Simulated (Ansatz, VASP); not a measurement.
Two plane-wave programs on Na2B5

```
CELL_PARAMETERS angstrom
4.40759 -0.02387 0.07320
-1.85800 4.10131 -0.08071
-0.55056 -2.35037 7.37712
ATOMIC_POSITIONS crystal
Na 0.40632 0.83553 0.73166
Na 0.59368 0.16447 0.26834
B 0.19703 0.60112 0.00116
B 0.50000 0.50000 0.00000
B 0.06353 0.20177 0.99983
B 0.93647 0.79823 0.00017
B 0.80297 0.39888 0.99884
```

Change from the starting cell: the structure that the rattled cell fell into.

Alike in both runs: functional PBE; k mesh 4 × 4 × 4; occupations gaussian, width 0.1 eV; no spin polarisation.

Ansatz relaxed the structure, and its values are those at the end. VASP's run is a single point on that final structure, the one shown.

```csv
,VASP,Ansatz
version,VASP 6.6.1,Ansatz 0.2.0
potentials or method,"VASP PAW PBE potentials, release 64 (Na_pv, B), cutoff 520 eV","scalar-relativistic, plane waves, PAW"
valence electrons in the cell,29,33
```

Ansatz gave:

| Item | Value |
| --- | --- |
| gap on the k mesh at the Fermi level (eV) | none |
| pressure (GPa) | 0.0 |
| rms of the force components (eV/Å) | 0.006 |

Q: Which values does VASP return?

A: gap on the k mesh at the Fermi level (eV): none; pressure (GPa): 0.0; rms of the force components (eV/Å): 0.007.

A gap of «none» marks a metal or a gap that the smearing closes. With one functional, cell and mesh, what is left measures potentials, basis and numerics. VASP's potentials hold 29 valence electrons a cell and Ansatz's 33, so a difference there can come from the potentials and not from the codes.

The k mesh is coarse, so the values compare programs but aren't converged.
